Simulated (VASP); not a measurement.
# ZnSnP2 (I-42d) in VASP: a series of runs, part 2 of 2

VASP 6.6.1. The steps go on from the part before.

## 4. Single point, PBEsol

This run uses another cell than the first one, of 24.56 Å³/atom.

Input file INCAR:

```
SYSTEM = ZnSnP2
PREC     = Accurate       ! precision mode
ENCUT    = 500            ! plane-wave cutoff, eV
EDIFF    = 1E-6           ! SCF threshold, eV
ISMEAR   = 0              ! smearing method
SIGMA    = 0.05           ! smearing width, eV
LREAL    = .False.        ! projectors in reciprocal space
LASPH    = .True.         ! aspherical terms in the spheres
NELM     = 120            ! most SCF steps
ALGO     = Normal         ! electronic algorithm
ISIF     = 2              ! what is computed and relaxed
LWAVE    = .False.        ! write WAVECAR
LCHARG   = .True.         ! write CHGCAR
GGA      = PS             ! functional
LELF     = .True.         ! ELF
LVHAR    = .True.       
NBANDS   = 46             ! bands
GGA_COMPAT= .False.
```

Input file KPOINTS:

```
Automatic mesh
0
Gamma
  8 8 8
  0 0 0
```

Input file POSCAR:

```
ZnSnP2
1.0
   -2.9511000000      2.9511000000      5.6407460960
    2.9511000000     -2.9511000000      5.6407460960
    2.9511000000      2.9511000000     -5.6407460960
Zn Sn P
2 2 4
Direct
    0.7500000000      0.2500000000      0.5000000000
    0.0000000000      0.0000000000      0.0000000000
    0.2500000000      0.7500000000      0.5000000000
    0.5000000000      0.5000000000      0.0000000000
    0.3750000000      0.3504879709      0.4754879709
    0.6495120291      0.1250000000      0.0245120291
    0.1004879709      0.6250000000      0.9754879709
    0.8750000000      0.8995120291      0.5245120291
```

Potentials or basis: VASP PAW PBE potentials, release 64 (Zn, Sn_d, P).

The run is started by

```bash
> cat potpaw_PBE.64/Zn/POTCAR potpaw_PBE.64/Sn_d/POTCAR potpaw_PBE.64/P/POTCAR > POTCAR
> mpirun -np 1 vasp_std > vasp.out
```

OUTCAR:

```text
SYSTEM = ZnSnP2
   PREC = Accurate
   ENCUT = 500
   EDIFF = 1E-6
   ISMEAR = 0
   LREAL = .False.
   LASPH = .True.
   NELM = 120
   ISIF = 2
   GGA = PS

 ion  position               nearest neighbor table
   1  0.750  0.250  0.500-   5 2.44   6 2.44   7 2.44   8 2.44
   2  0.000  0.000  0.000-   5 2.44   7 2.44   8 2.44   6 2.44
   3  0.250  0.750  0.500-   8 2.61   5 2.61   6 2.61   7 2.61
   4  0.500  0.500  0.000-   6 2.61   8 2.61   7 2.61   5 2.61
   5  0.375  0.350  0.475-   1 2.44   2 2.44   4 2.61   3 2.61
   6  0.650  0.125  0.025-   1 2.44   2 2.44   4 2.61   3 2.61
   7  0.100  0.625  0.975-   1 2.44   2 2.44   3 2.61   4 2.61
   8  0.875  0.900  0.525-   2 2.44   1 2.44   3 2.61   4 2.61

  LATTYP: Found a body centered tetragonal cell.
 ALAT       =     5.9022000000
 C/A-ratio  =     1.9114045935

  Lattice vectors:

 A1 = (  -2.9511000000,   2.9511000000,   5.6407460960)
 A2 = (   2.9511000000,  -2.9511000000,   5.6407460960)
 A3 = (   2.9511000000,   2.9511000000,  -5.6407460960)

Analysis of symmetry for initial positions (statically):
=====================================================================
 Subroutine PRICEL returns:
 Original cell was already a primitive cell.

 Routine SETGRP: Setting up the symmetry group for a
 body centered tetragonal supercell.

 Subroutine GETGRP returns: Found  8 space group operations
 (whereof  4 operations were pure point group operations)
 out of a pool of 16 trial point group operations.

The static configuration has the point symmetry S_4 .
 The point group associated with its full space group is D_2d.

Analysis of symmetry for dynamics (positions and initial velocities):
=====================================================================
 Subroutine PRICEL returns:
 Original cell was already a primitive cell.

 Routine SETGRP: Setting up the symmetry group for a
 body centered tetragonal supercell.
[... 142 lines left out ...]
   LORBIT       =      0    0 simple, 1 ext, 2 COOP (PROOUT), +10 PAW based schemes
   GGA     = PS    functional components
   LHFCALC =     F    Hartree Fock is set to
   AEXX    =    0.0000 exact exchange contribution
   IVDW    =     0    specifies the selected vdW correction
   LEPSILON=     F    determine dielectric tensor
   LRPA    =     F    only Hartree local field effects (RPA)
 non-spin polarized calculation
 Gauss-broadening in eV      SIGMA  =   0.05
  energy-cutoff  :      500.00
  volume of cell :      196.50
 maximum number of plane-waves:      5016
 NGX is ok and might be reduce to    54
   NGX = 25   NGY = 25   NGZ = 25

 number of electron      71.9999988 magnetization

 Free energy of the ion-electron system (eV)
  ---------------------------------------------------
  ext. energy  EPLUGINS =         0.00000000
  ---------------------------------------------------
  free energy    TOTEN  =       -35.74617435 eV

  energy without entropy =      -35.74616756  energy(sigma->0) =      -35.74617095

 E-fermi :   3.9927     XC(G=0):  -9.3686

 val. band max:        3.9092831157   @ k =   0.0000   0.0000   0.0000
 cond. band min:       4.0761979939   @ k =   0.0000   0.0000   0.0000
 fundamental gap:      0.1669148782
 Fermi energy:         3.9927405731

 k-point     1 :       0.0000    0.0000    0.0000
  band No.  band energies     occupation
      1     -17.6078      2.00000
      2     -17.6078      2.00000
      3     -17.5969      2.00000
      4     -17.5856      2.00000
      5     -17.5856      2.00000
      6     -17.5818      2.00000
[... 1165 lines left out ...]
     45       8.9264      0.00000
     46       9.0268      0.00000

 [... further k-points ...]

------------------------ aborting loop because EDIFF is reached ----------------------------------------

  FORCE on cell =-STRESS in cart. coord.  units (eV):
  Direction    XX          YY          ZZ          XY          YZ          ZX
  --------------------------------------------------------------------------------------
  -------------------------------------------------------------------------------------
  Total       -8.1759659     -8.1759659     -5.0209008      0.0000000     -0.0000000      0.0000000
  in kB      -66.6630625    -66.6630625    -40.9381140      0.0000000     -0.0000000      0.0000000
  external PRESSURE =     -58.0880797 kB  Pullay stress =       0.0000000 kB

 VOLUME and BASIS-vectors are now :
 -----------------------------------------------------------------------------
  energy-cutoff  :      500.00
  volume of cell :      196.50
      direct lattice vectors                 reciprocal lattice vectors
    -2.951100000  2.951100000  5.640746096     0.000000000  0.169428349  0.088640756
     2.951100000 -2.951100000  5.640746096     0.169428349  0.000000000  0.088640756
     2.951100000  2.951100000 -5.640746096     0.169428349  0.169428349  0.000000000

 POSITION                                       TOTAL-FORCE (eV/Angst)
 -----------------------------------------------------------------------------------
      0.00000      2.95110      2.82037         0.000000      0.000000      0.000000
      0.00000      0.00000      0.00000         0.000000     -0.000000      0.000000
      2.95110      0.00000      2.82037        -0.000000      0.000000     -0.000000
      0.00000      0.00000      5.64075        -0.000000     -0.000000     -0.000000
      1.33088      1.47555      1.41019         0.260794      0.000000     -0.000000
     -1.47555      1.62022      4.23056         0.000000     -0.260794     -0.000000
      4.42665      1.33088     -1.41019         0.000000      0.260794     -0.000000
      1.62022      1.47555      7.05093        -0.260794      0.000000     -0.000000
 -----------------------------------------------------------------------------------
    total drift:                               -0.000003     -0.000003     -0.000004

  FREE ENERGIE OF THE ION-ELECTRON SYSTEM (eV)
  ---------------------------------------------------
  free  energy   TOTEN  =       -35.7461743513 eV

  energy  without entropy=      -35.7461675563  energy(sigma->0) =      -35.74617095
```

OSZICAR:

```text
N       E                     dE             d eps       ncg     rms          rms(c)
DAV:   1     0.642125943057E+03    0.64213E+03   -0.32284E+04  5568   0.186E+03
DAV:   2     0.625158935196E+02   -0.57961E+03   -0.56232E+03  5436   0.509E+02
DAV:   3    -0.316567887156E+02   -0.94173E+02   -0.92161E+02  6116   0.177E+02
DAV:   4    -0.369151699129E+02   -0.52584E+01   -0.52283E+01  6592   0.429E+01
DAV:   5    -0.370475923235E+02   -0.13242E+00   -0.13233E+00  6772   0.733E+00    0.876E+00
DAV:   6    -0.357860612465E+02    0.12615E+01   -0.33032E+00  7400   0.303E+01    0.602E+00
DAV:   7    -0.357647452479E+02    0.21316E-01   -0.19079E+00  6548   0.738E+00    0.263E+00
DAV:   8    -0.357477710036E+02    0.16974E-01   -0.73562E-02  6122   0.160E+00    0.117E+00
DAV:   9    -0.357460018333E+02    0.17692E-02   -0.19029E-02  6620   0.627E-01    0.206E-01
DAV:  10    -0.357459487186E+02    0.53115E-04   -0.15458E-03  6644   0.270E-01    0.971E-02
DAV:  11    -0.357461506303E+02   -0.20191E-03   -0.39443E-04  6794   0.164E-01    0.382E-02
DAV:  12    -0.357461722357E+02   -0.21605E-04   -0.11935E-04  6400   0.138E-01    0.101E-02
DAV:  13    -0.357461734842E+02   -0.12485E-05   -0.12961E-05  5908   0.305E-02    0.498E-03
DAV:  14    -0.357461743513E+02   -0.86708E-06   -0.34271E-06  5156   0.901E-03
   1 F= -.35746174E+02 E0= -.35746171E+02  d E =-.679494E-05
```

It took 8.6 min on 1 thread of AMD EPYC 7R13 (Zen 3), shared host; peak memory 0.65 GiB.

What came out:

* Free energy: -35.7462 eV
* Pressure: -5.8 GPa
* Largest force: 0.261 eV/Å
* Band gap on the k mesh: 0.17 eV

Forces in eV/Å, atoms in the order of the input:
```
Zn   0.000  0.000  0.000
Zn   0.000  0.000  0.000
Sn   0.000  0.000  0.000
Sn   0.000  0.000  0.000
P    0.261  0.000  0.000
P    0.000 -0.261  0.000
P    0.000  0.261  0.000
P   -0.261  0.000  0.000
```

Stress tensor (GPa, compression positive):
```
-6.67  0.00  0.00
 0.00 -6.67  0.00
 0.00  0.00 -4.09
```

Levels at points of the mesh, in eV from the valence-band top:
| k point | band 33 | band 34 | band 35 | band 36 | band 37 | band 38 | band 39 | band 40 |
| --- | --- | --- | --- | --- | --- | --- | --- | --- |
| (0.00, 0.00, 0.00) | -2.57 | -0.21 | -0.21 | 0.00 | 0.17 | 1.11 | 1.11 | 3.19 |
| (0.50, 0.00, 0.00) | -2.17 | -1.76 | -1.43 | -0.95 | 2.05 | 2.16 | 2.65 | 3.38 |
| (0.50, 0.50, 0.00) | -1.27 | -1.27 | -0.82 | -0.82 | 0.65 | 0.65 | 2.30 | 2.30 |
| (0.50, 0.50, 0.50) | -1.82 | -1.82 | -1.46 | -1.46 | 1.07 | 1.07 | 1.36 | 1.36 |

Caveat: the cell stands under tension; semilocal functionals underestimate gaps, and a narrow one can read as zero; the PAW data sets were made with another functional, which shifts forces and pressure a little; spin-orbit coupling is left out, which moves the levels of the heavy elements. A k mesh can miss the band edges.

## 5. Single point, PBEsol

This run uses another cell than the first one, of 23.33 Å³/atom.

Input file INCAR:

```
PREC = Accurate ; ENCUT = 500
EDIFF = 1E-6 ; ISMEAR = 0
SIGMA = 0.05 ; LREAL = F
LASPH = T ; NELM = 120
ALGO = Normal ; ISIF = 2
LWAVE = F ; LCHARG = F
GGA = PS ; NBANDS = 46
GGA_COMPAT = F
```

Input file KPOINTS:

```
Automatic mesh
0
Gamma
  8 8 8
```

POSCAR, as its differences from that of step 4:

```diff
@@ -2,5 +2,5 @@
 1.0
-   -2.9511000000      2.9511000000      5.6407460960
-    2.9511000000     -2.9511000000      5.6407460960
-    2.9511000000      2.9511000000     -5.6407460960
+   -2.9511000000      2.9511000000      5.3587000000
+    2.9511000000     -2.9511000000      5.3587000000
+    2.9511000000      2.9511000000     -5.3587000000
 Zn Sn P
```

The run is started by

```bash
> cat potpaw_PBE.64/Zn/POTCAR potpaw_PBE.64/Sn_d/POTCAR potpaw_PBE.64/P/POTCAR > POTCAR
> mpirun -np 1 vasp_std > vasp.out
```

It took 4.9 min on 1 thread of Intel Xeon 6975P-C (Granite Rapids), shared host; peak memory 0.6 GiB.

The run converged. Its results:

- Free energy: -35.8755 eV
- Pressure: -3.2 GPa
- Largest force: 0.260 eV/Å
- Band gap on the k mesh: 0.27 eV

Forces on the atoms (eV/Å):
```
Zn   0.000  0.000  0.000
Zn   0.000  0.000  0.000
Sn   0.000  0.000  0.000
Sn   0.000  0.000  0.000
P    0.260  0.000  0.000
P    0.000 -0.260  0.000
P    0.000  0.260  0.000
P   -0.260  0.000  0.000
```

Stress tensor (GPa, compression positive):
```
-4.82  0.00  0.00
 0.00 -4.82  0.00
 0.00  0.00 -0.08
```

Levels at points of the mesh, in eV from the valence-band top:
| k point | band 33 | band 34 | band 35 | band 36 | band 37 | band 38 | band 39 | band 40 |
| --- | --- | --- | --- | --- | --- | --- | --- | --- |
| (0.00, 0.00, 0.00) | -3.03 | -0.42 | -0.42 | 0.00 | 0.27 | 0.72 | 0.73 | 3.09 |
| (0.50, 0.00, 0.00) | -2.43 | -1.89 | -1.62 | -1.08 | 2.10 | 2.12 | 2.70 | 3.26 |
| (0.50, 0.50, 0.00) | -1.63 | -1.63 | -0.91 | -0.91 | 0.55 | 0.55 | 1.98 | 1.98 |
| (0.50, 0.50, 0.50) | -2.19 | -2.19 | -1.79 | -1.79 | 0.84 | 0.84 | 1.26 | 1.26 |

Caveat: the cell stands under tension; semilocal functionals underestimate gaps, and a narrow one can read as zero; the PAW data sets were made with another functional, which shifts forces and pressure a little; spin-orbit coupling is left out, which moves the levels of the heavy elements.

## 6. The runs side by side

```tsv
cell	gap on the mesh (eV)	pressure (GPa)	largest force (eV/Å)
a = 6.844 Å, angles 130.2, 130.2, 73.1°, 8 atoms	0.54	-1.7	0.15
a = 7.016 Å, angles 132.8, 132.8, 69.0°, 8 atoms	0.63	-1.7	0.04
a = 7.017 Å, angles 130.3, 130.3, 73.0°, 8 atoms	0.17	-5.8	0.26
a = 6.792 Å, angles 128.5, 128.5, 75.8°, 8 atoms	0.27	-3.2	0.26
```

Alike in all rows: task single point; level PBEsol; potentials or basis VASP PAW PBE potentials, release 64 (Zn, Sn_d, P); no spin polarisation; k mesh 8 × 8 × 8; cutoff (eV) 500; smearing gaussian 0.05 eV.

Caveats: semilocal functionals underestimate gaps, and a narrow one can read as zero; the PAW data sets were made with another functional, which shifts forces and pressure a little; spin-orbit coupling is left out, which moves the levels of the heavy elements; the cell stands under tension (at least some runs).

Total energies depend on the potentials used, so only differences within one code and one set of settings carry meaning.
